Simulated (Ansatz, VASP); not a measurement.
## SnSe in VASP and in Ansatz

Contents of INCAR:

```
SYSTEM = SnSe
PREC = Accurate ; ENCUT = 520
EDIFF = 1E-7 ; ISMEAR = 0
SIGMA = 0.02 ; LREAL = .False.
LASPH = .True. ; NELM = 80
ALGO = Normal ; ISIF = 2
LWAVE = .False. ; LCHARG = .False.
GGA = PE ; NBANDS = 17
```

Contents of KPOINTS:

```
regular mesh
0
Gamma
  10 10 10
  0 0 0
```

POSCAR

```
SnSe
1.0
    0.0000000000      2.9370136207      2.9370136207
    2.9370136207      0.0000000000      2.9370136207
    2.9370136207      2.9370136207      0.0000000000
Sn Se
1 1
Direct
    0.0000000000      0.0000000000      0.0000000000
    0.5000000000      0.5000000000      0.5000000000
```

Input for Ansatz:

```yaml
crystal:
  lattice:
    - [0.0, 2.9370136207, 2.9370136207]
    - [2.9370136207, 0.0, 2.9370136207]
    - [2.9370136207, 2.9370136207, 0.0]
  atoms:
    - { symbol: Sn, position: [0.0, 0.0, 0.0] }
    - { symbol: Se, position: [0.5, 0.5, 0.5] }
basis:
  ecutwfc: 420
kpoints:
  mp_grid: { grid: [10, 10, 10] }
hamiltonian:
  xc: pbe
scf:
  occupations: { method: gaussian, width: 0.02 }
output:
  forces: true
  stress: true
  eigenvalues: true
```

Alike in both runs: task single point; functional PBE; k mesh 10 × 10 × 10; occupations gaussian, width 0.02 eV; no spin polarisation.

|  | VASP | Ansatz |
| --- | --- | --- |
| version | VASP 6.6.1 | Ansatz 0.2.0 |
| potentials or method | VASP PAW PBE potentials, release 64 (Sn_d, Se), cutoff 520 eV | scalar-relativistic, plane waves, PAW |
| valence electrons in the cell | 20 | 30 |

|  | VASP | Ansatz | Ansatz less VASP |
| --- | --- | --- | --- |
| gap on the k mesh at the Fermi level (eV) | 0.45 | 0.45 | +0.001 |
| least direct gap on the mesh (eV) | 0.58 | 0.58 | -0.001 |
| pressure (GPa) | 5.6 | 5.6 | -0.02 |

VASP's potentials hold 20 valence electrons a cell and Ansatz's 30, so a difference there can come from the potentials and not from the codes.
